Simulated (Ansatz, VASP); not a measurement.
# Ag: VASP beside Ansatz

```
Ag
1.0
     4.65691    0.00000    0.00000
    -2.32845    4.03300    0.00000
     0.00000    0.00000    2.72186
Ag
3
Direct
  0.00000 0.00000 0.00000
  0.33333 0.66667 0.50000
  0.66667 0.33333 0.50000
```

Alike in both runs: functional PBEsol; k mesh 6 × 6 × 6; occupations gaussian, width 0.1 eV; no spin polarisation.

Ansatz relaxed the structure, and its values are those at the end. VASP's run is a single point on that final structure, the one shown.

|  | VASP | Ansatz |
| --- | --- | --- |
| version | VASP 6.6.1 | Ansatz 0.2.0 |
| potentials or method | VASP PAW PBE potentials, release 64 (Ag), cutoff 520 eV | scalar-relativistic, plane waves, PAW |
| valence electrons in the cell | 33 | 57 |

Ansatz gave:

| Property | Result |
| --- | --- |
| gap on the k mesh at the Fermi level (eV) | none |
| pressure (GPa) | 0.0 |

Q: What did VASP give for the same quantities?

A: gap on the k mesh at the Fermi level (eV): none; pressure (GPa): -0.2.

VASP's potentials were made for PBE, not for PBEsol. A gap of «none» marks a metal or a gap that the smearing closes. VASP's potentials hold 33 valence electrons a cell and Ansatz's 57, so a difference there can come from the potentials and not from the codes.

The k mesh is coarse, so the values compare programs but aren't converged.
